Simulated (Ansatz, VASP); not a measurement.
Two plane-wave programs on HfO2

```
CELL_PARAMETERS angstrom
5.25403 0.00000 0.00000
0.00000 5.03791 0.00000
0.00000 0.00000 5.06602
ATOMIC_POSITIONS crystal
Hf 0.96699 0.73252 0.74144
Hf 0.53301 0.73252 0.24144
Hf 0.46699 0.26748 0.74144
Hf 0.03301 0.26748 0.24144
O 0.63213 0.92865 0.87927
O 0.86787 0.92865 0.37927
O 0.23395 0.53988 0.49229
O 0.26605 0.53988 0.99229
O 0.76605 0.46012 0.99229
O 0.73395 0.46012 0.49229
O 0.13213 0.07135 0.87927
O 0.36787 0.07135 0.37927
```

Alike in both runs: task single point; functional RPBE; dispersion D3(BJ); k mesh 5 × 6 × 5; occupations fermi-dirac, width 0.05 eV; no spin polarisation.

|  | VASP | Ansatz |
| --- | --- | --- |
| version | VASP 6.6.1 | Ansatz 0.2.0 |
| potentials or method | VASP PAW PBE potentials, release 64 (Hf_pv, O) | Ansatz PAW |
| plane-wave cutoff (eV) | 520 | 420 |
| valence electrons in the cell | 88 | 152 |

```csv
,VASP,Ansatz,Ansatz less VASP
gap on the k mesh at the Fermi level (eV),4.45,4.50,+0.050
least direct gap on the mesh (eV),4.64,4.69,+0.043
pressure (GPa),-15.7,-12.3,+3.41
"traceless stress, the component that is largest in VASP (GPa)",0.09,0.10,+0.007
rms of the force components (eV/Å),0.026,0.050,+0.0242
```

VASP's potentials were made for PBE, not for RPBE. Atom by atom the forces differ by 0.028 eV/Å (rms over components). VASP's potentials hold 88 valence electrons a cell and Ansatz's 152, so a difference there can come from the potentials and not from the codes.

Neither program's run includes spin-orbit coupling. Noted on Ansatz's run: odd divisions of the mesh miss points on the zone boundary, where band edges often lie, so the gap on the mesh can be too wide.
